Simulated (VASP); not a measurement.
Here is a VASP 6.6.1 calculation.

File INCAR:

```
SYSTEM = Ti
PREC = Accurate
ENCUT = 600
EDIFF = 1E-6
ISMEAR = -1
SIGMA = 0.02
LREAL = .False.
LASPH = .True.
NELM = 100
ALGO = Normal
ISIF = 3
LWAVE = .False.
LCHARG = .False.
IBRION = 2
NSW = 100
EDIFFG = -0.01
```

The input KPOINTS:

```
Automatic mesh
0
Gamma
  7 7 10
  0 0 0
```

File POSCAR:

```
Ti
1.0
    4.6000000000      0.0000000000      0.0000000000
   -2.3000000000      3.9837170000      0.0000000000
    0.0000000000      0.0000000000      2.8200000000
Ti
3
Direct
    0.0000000000      0.0000000000      0.0000000000
    0.3333333333      0.6666666667      0.5000000000
    0.6666666667      0.3333333333      0.5000000000
```

Potentials or basis: VASP PAW LDA potentials, release 64 (Ti_sv).

The run is started by

```sh
$ cat potpaw_LDA.64/Ti_sv/POTCAR > POTCAR
$ mpirun -np 1 vasp_std > vasp.out
```

Predict the relaxed cell.

a = 4.447 Å, b = 4.447 Å, c = 2.771 Å, α = 90.00°, β = 90.00°, γ = 120.00°.

What does it give for the relaxed volume?

15.82 Å³/atom.

Predict the band gap on the k mesh.

zero (bands 18 and 19 overlap by 0.35 eV).

Estimate the space group after relaxing (to 0.1 Å).

P6/mmm (No. 191).

Final structure:
```
Ti
1.0
     4.44726    0.00000    0.00000
    -2.22363    3.85144    0.00000
     0.00000    0.00000    2.77130
Ti
3
Direct
  0.00000 0.00000 0.00000
  0.33333 0.66667 0.50000
  0.66667 0.33333 0.50000
```

LDA usually gives volumes a few per cent too small. Zero-point motion and thermal expansion aren't in these numbers.
